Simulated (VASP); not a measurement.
# TePb (Fm-3m) in VASP: single point with PBEsol

Aim: the single point of TePb with PBEsol.

All numbers are computed with VASP 6.6.1; they aren't measurements. Logs are shortened: lines on timing, memory, paths and dates and some standing lists are left out, and cuts for length are marked.

### 1 The cell of the first run

The structure is cubic, space group Fm-3m (No. 225). The conventional cell has a = 6.462 Å, b = 6.462 Å, c = 6.462 Å, α = 90.00°, β = 90.00°, γ = 90.00°. Te (site symmetry m-3m) has 6 Pb at 3.23 Å within 4.3 Å. Within 4.3 Å of Pb (site symmetry m-3m) lie 6 Te at 3.23 Å.

### 2 Single point, PBEsol

File INCAR:

```
  PREC = Accurate
  ENCUT = 500
  EDIFF = 1E-6
  ISMEAR = -1
  SIGMA = 0.02
  LREAL = False
  LASPH = True
  NELM = 120
  ALGO = Normal
  ISIF = 2
  LWAVE = False
  LCHARG = True
  GGA = PS
  LELF = True
  LVHAR = True
  NBANDS = 94
  GGA_COMPAT = False
```

File KPOINTS:

```
Automatic mesh
0
Gamma
  2 2 2
```

File POSCAR:

```
TePb
1.0
    0.0000000000      6.4620000000      6.4620000000
    6.4620000000      0.0000000000      6.4620000000
    6.4620000000      6.4620000000      0.0000000000
Te Pb
8 8
Direct
    0.2500000000      0.2500000000      0.2500000000
    0.2500000000      0.2500000000      0.7500000000
    0.2500000000      0.7500000000      0.2500000000
    0.2500000000      0.7500000000      0.7500000000
    0.7500000000      0.2500000000      0.2500000000
    0.7500000000      0.2500000000      0.7500000000
    0.7500000000      0.7500000000      0.2500000000
    0.7500000000      0.7500000000      0.7500000000
    0.0000000000      0.0000000000      0.0000000000
    0.0000000000      0.0000000000      0.5000000000
    0.0000000000      0.5000000000      0.0000000000
    0.0000000000      0.5000000000      0.5000000000
    0.5000000000      0.0000000000      0.0000000000
    0.5000000000      0.0000000000      0.5000000000
    0.5000000000      0.5000000000      0.0000000000
    0.5000000000      0.5000000000      0.5000000000
```

Potentials or basis: VASP PAW PBE potentials, release 64 (Te, Pb_d).

Launch:

```sh
$ cat potpaw_PBE.64/Te/POTCAR potpaw_PBE.64/Pb_d/POTCAR > POTCAR
$ mpirun -np 1 vasp_std > vasp.out
```

OUTCAR:

```text
PREC = Accurate
   ENCUT = 500
   EDIFF = 1E-6
   ISMEAR = -1
   LREAL = False
   LASPH = True
   NELM = 120
   ISIF = 2
   GGA = PS

 ion  position               nearest neighbor table
   1  0.250  0.250  0.250-  10 3.23  11 3.23  12 3.23  13 3.23  14 3.23  15 3.23
   2  0.250  0.250  0.750-   9 3.23  11 3.23  12 3.23  13 3.23  14 3.23  16 3.23
   3  0.250  0.750  0.250-   9 3.23  10 3.23  12 3.23  13 3.23  15 3.23  16 3.23
   4  0.250  0.750  0.750-   9 3.23  10 3.23  11 3.23  14 3.23  15 3.23  16 3.23
   5  0.750  0.250  0.250-   9 3.23  10 3.23  11 3.23  14 3.23  15 3.23  16 3.23
   6  0.750  0.250  0.750-   9 3.23  10 3.23  12 3.23  13 3.23  15 3.23  16 3.23
[... 8 lines left out ...]
  15  0.500  0.500  0.000-   1 3.23   3 3.23   4 3.23   5 3.23   6 3.23   8 3.23
  16  0.500  0.500  0.500-   2 3.23   3 3.23   4 3.23   5 3.23   6 3.23   7 3.23
[... 6 lines left out ...]
 A1 = (   0.0000000000,   6.4620000000,   6.4620000000)
 A2 = (   6.4620000000,   0.0000000000,   6.4620000000)
 A3 = (   6.4620000000,   6.4620000000,   0.0000000000)

Analysis of symmetry for initial positions (statically):
=====================================================================
 Subroutine PRICEL returns following result:

  LATTYP: Found a face centered cubic cell.
 ALAT       =     6.4620000000

  Lattice vectors:

 A1 = (   0.0000000000,   3.2310000000,   3.2310000000)
 A2 = (   3.2310000000,   0.0000000000,   3.2310000000)
 A3 = (   3.2310000000,   3.2310000000,   0.0000000000)

   8 primitive cells build up your supercell.

 Routine SETGRP: Setting up the symmetry group for a
 face centered cubic supercell.

 Subroutine GETGRP returns: Found 48 space group operations
 (whereof 48 operations were pure point group operations)
 out of a pool of 48 trial point group operations.

The static configuration has the point symmetry O_h .

Analysis of symmetry for dynamics (positions and initial velocities):
=====================================================================
 Subroutine PRICEL returns following result:

  LATTYP: Found a face centered cubic cell.
 ALAT       =     6.4620000000

  Lattice vectors:

 A1 = (   0.0000000000,   3.2310000000,   3.2310000000)
 A2 = (   3.2310000000,   0.0000000000,   3.2310000000)
 A3 = (   3.2310000000,   3.2310000000,   0.0000000000)

   8 primitive cells build up your supercell.

 Routine SETGRP: Setting up the symmetry group for a
 face centered cubic supercell.
[... 85 lines left out ...]
   EDIFFG = 0.1E-04   stopping-criterion for IOM
   NSW    =      0    number of steps for IOM
   IBRION =     -1    ionic relax: 0-MD 1-quasi-New 2-CG
   NFREE  =      0    steps in history (QN), initial steepest desc. (CG)
   ISIF   =      2    stress and relaxation
   ISYM   =      2    0-nonsym 1-usesym 2-fastsym
   POTIM  = 0.5000    time-step for ionic-motion
   TEBEG  =    0.0;   TEEND  =   0.0 temperature during run
   PSTRESS=    0.0 pullay stress
   NELECT =     160.0000    total number of electrons
   NUPDOWN=      -1.0000    fix difference up-down
   EMIN   =  10.00;   EMAX   =-10.00  energy-range for DOS
   EFERMI =   0.00;   METHOD = LEGACY
   ISMEAR =    -1;   SIGMA  =   0.02  broadening in eV -4-tet -1-fermi 0-gaus
   EFERMI_NEDOS =   21; number of points for ismear=-14 and -15
   IALGO  =     38    algorithm
   IMIX   =      4    mixing-type and parameters
     AMIX     =   0.40;   BMIX     =  1.00
     AMIX_MAG =   1.60;   BMIX_MAG =  1.00
  volume/ion in A,a.u.               =      33.73       227.62
  Fermi-wavevector in a.u.,A,eV,Ry     =   1.091619  2.062861 16.213147  1.191633
  Thomas-Fermi vector in A             =   2.227868
   LORBIT       =      0    0 simple, 1 ext, 2 COOP (PROOUT), +10 PAW based schemes
   GGA     = PS    functional components
   LHFCALC =     F    Hartree Fock is set to
   AEXX    =    0.0000 exact exchange contribution
   IVDW    =     0    specifies the selected vdW correction
   LEPSILON=     F    determine dielectric tensor
   LRPA    =     F    only Hartree local field effects (RPA)
 non-spin polarized calculation
  energy-cutoff  :      500.00
  volume of cell :      539.67
 maximum number of plane-waves:     13762
 NGX is ok and might be reduce to    70
   NGX = 33   NGY = 33   NGZ = 33

 number of electron     159.9999980 magnetization

 Free energy of the ion-electron system (eV)
  ---------------------------------------------------
  ext. energy  EPLUGINS =         0.00000000
  ---------------------------------------------------
  free energy    TOTEN  =       -66.01512662 eV

  energy without entropy =      -66.01512658  energy(sigma->0) =      -66.01512660

 E-fermi :   5.7897     XC(G=0):  -9.4733

 val. band max:        5.4556110904   @ k =   0.0000   0.0000   0.0000
 cond. band min:       6.1238748952   @ k =   0.0000   0.0000   0.0000
 fundamental gap:      0.6682638047
 Fermi energy:         5.7897448163

 k-point     1 :       0.0000    0.0000    0.0000
  band No.  band energies     occupation
      1     -11.2408      2.00000
      2     -11.2408      2.00000
      3     -11.2408      2.00000
      4     -11.1920      2.00000
      5     -11.1920      2.00000
      6     -11.1920      2.00000
[... 274 lines left out ...]
     91       8.0352      0.00000
     92       8.0352      0.00000
 [bands above 92 left out]

------------------------ aborting loop because EDIFF is reached ----------------------------------------

  FORCE on cell =-STRESS in cart. coord.  units (eV):
  Direction    XX          YY          ZZ          XY          YZ          ZX
  --------------------------------------------------------------------------------------
  -------------------------------------------------------------------------------------
  Total       -1.3804782     -1.3804782     -1.3804782      0.0000000      0.0000000     -0.0000000
  in kB       -4.0983523     -4.0983523     -4.0983523      0.0000000      0.0000000     -0.0000000
  external PRESSURE =      -4.0983523 kB  Pullay stress =       0.0000000 kB

 VOLUME and BASIS-vectors are now :
 -----------------------------------------------------------------------------
  energy-cutoff  :      500.00
  volume of cell :      539.67
      direct lattice vectors                 reciprocal lattice vectors
     0.000000000  6.462000000  6.462000000    -0.077375426  0.077375426  0.077375426
     6.462000000  0.000000000  6.462000000     0.077375426 -0.077375426  0.077375426
     6.462000000  6.462000000  0.000000000     0.077375426  0.077375426 -0.077375426

 POSITION                                       TOTAL-FORCE (eV/Angst)
 -----------------------------------------------------------------------------------
      3.23100      3.23100      3.23100         0.000000     -0.000000     -0.000000
      6.46200      6.46200      3.23100        -0.000000     -0.000000     -0.000000
      6.46200      3.23100      6.46200        -0.000000      0.000000      0.000000
      9.69300      6.46200      6.46200        -0.000000      0.000000     -0.000000
      3.23100      6.46200      6.46200         0.000000     -0.000000     -0.000000
      6.46200      9.69300      6.46200         0.000000      0.000000     -0.000000
[... 8 lines left out ...]
      3.23100      3.23100      6.46200        -0.000000     -0.000000      0.000000
      6.46200      6.46200      6.46200        -0.000000     -0.000000     -0.000000
 -----------------------------------------------------------------------------------
    total drift:                               -0.000000      0.000000     -0.000000

  FREE ENERGIE OF THE ION-ELECTRON SYSTEM (eV)
  ---------------------------------------------------
  free  energy   TOTEN  =       -66.0151266232 eV

  energy  without entropy=      -66.0151265838  energy(sigma->0) =      -66.01512660
```

stdout:

```text
POSCAR found type information on POSCAR TePb
 POSCAR found :  2 types and      16 ions
 scaLAPACK will be used
 -----------------------------------------------------------------------------
|                                                                             |
|                                                                             |
|     You enforced a specific xc type in the INCAR file but a different       |
|     I HOPE YOU KNOW WHAT YOU ARE DOING!                                     |
|                                                                             |
 -----------------------------------------------------------------------------

 LDA part: xc-table for (Slater+PW92), standard interpolation
 POSCAR, INCAR and KPOINTS ok, starting setup
 FFT: planning ... GRIDC
 FFT: planning ... GRID_SOFT
 FFT: planning ... GRID
 WAVECAR not read
 entering main loop
```

Wall time 2.7 min (1 thread of Intel Xeon 6975P-C (Granite Rapids), shared host); peak memory 0.73 GiB.

Results:

| Property | Result |
| --- | --- |
| Free energy | -66.0151 eV |
| Pressure | -0.4 GPa |
| Band gap on the k mesh | 0.67 eV |

Caveat: the k points lie up to 0.42 Å⁻¹ apart; the PAW data sets were made with another functional, which shifts forces and pressure a little; spin-orbit coupling is left out, which moves the levels of the heavy elements.
